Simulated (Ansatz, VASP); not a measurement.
**One calculation of Ga2BSb3, two programs**

File INCAR:

```
SYSTEM = Ga2BSb3
PREC     = Accurate       ! precision mode
ENCUT    = 600            ! plane-wave cutoff, eV
EDIFF    = 1E-6           ! SCF threshold, eV
ISMEAR   = 0              ! smearing method
SIGMA    = 0.1            ! smearing width, eV
LREAL    = .FALSE.        ! projectors in reciprocal space
LASPH    = .TRUE.         ! aspherical terms in the spheres
NELM     = 80             ! most SCF steps
ALGO     = Normal         ! electronic algorithm
ISIF     = 3              ! what is computed and relaxed
LWAVE    = .FALSE.        ! write WAVECAR
LCHARG   = .FALSE.        ! write CHGCAR
GGA      = PE             ! functional
IBRION   = 2              ! ionic algorithm
NSW      = 90             ! ionic steps
EDIFFG   = -0.04          ! ionic threshold
```

The input KPOINTS:

```
regular mesh
0
G
  4 4 4
  0 0 0
```

Contents of POSCAR:

```
Ga2BSb3
1.0
    6.2954018642      0.0000000000      0.0000000000
    0.0000000000      6.2954018642      0.0000000000
    0.0000000000      0.0000000000      5.0224814762
Ga B Sb
2 1 3
Direct
    0.0000000000      0.5000000000      0.0000000000
    0.5000000000      0.0000000000      0.0000000000
    0.5000000000      0.5000000000      0.5000000000
    0.0000000000      0.0000000000      0.7505139900
    0.0000000000      0.0000000000      0.2494860100
    0.5000000000      0.5000000000      0.0000000000
```

Input for Ansatz:

```yaml
crystal:
  lattice:
    - [6.2954018642, 0.0, 0.0]
    - [0.0, 6.2954018642, 0.0]
    - [0.0, 0.0, 5.0224814762]
  atoms:
    - { symbol: Ga, position: [0.0, 0.5, 0.0] }
    - { symbol: Ga, position: [0.5, 0.0, 0.0] }
    - { symbol: B, position: [0.5, 0.5, 0.5] }
    - { symbol: Sb, position: [0.0, 0.0, 0.75051399] }
    - { symbol: Sb, position: [0.0, 0.0, 0.24948601] }
    - { symbol: Sb, position: [0.5, 0.5, 0.0] }
basis:
  ecutwfc: 420
kpoints:
  mp_grid: { grid: [4, 4, 4] }
hamiltonian:
  xc: pbe
scf:
  occupations: { method: gaussian, width: 0.1 }
  lower_state_search: "off"
output:
  forces: true
  stress: true
  eigenvalues: true
relax:
  adjacent_minimum: "off"
  f_tol: 0.04
  max_steps: 70
  cell: { stress_tol: 0.4 }
```

Alike in both runs: task relaxation of cell and atoms; functional PBE; k mesh 4 × 4 × 4; occupations gaussian, width 0.1 eV; no spin polarisation.

|  | VASP | Ansatz |
| --- | --- | --- |
| version | VASP 6.6.1 | Ansatz 0.2.0 |
| potentials or method | VASP PAW PBE potentials, release 64 (Ga_d, B, Sb), cutoff 600 eV | scalar-relativistic, plane waves, PAW |
| valence electrons in the cell | 44 | 74 |

|  | VASP | Ansatz | Ansatz less VASP |
| --- | --- | --- | --- |
| gap on the k mesh at the Fermi level, each at its own relaxed structure (eV) | none | none | - |
| relaxed volume (Å³/atom) | 27.38 | 27.37 | -0.008 |
| relaxed cell length with the largest relative difference (Å) | 5.547 | 5.537 | -0.0107 |

A gap of «none» marks a metal or a gap that the smearing closes. VASP's potentials hold 44 valence electrons a cell and Ansatz's 74, so a difference there can come from the potentials and not from the codes.

Spin-orbit coupling is off throughout. Noted on VASP's run: the volume moved by over 15 % at a fixed basis, so the end points are rough.
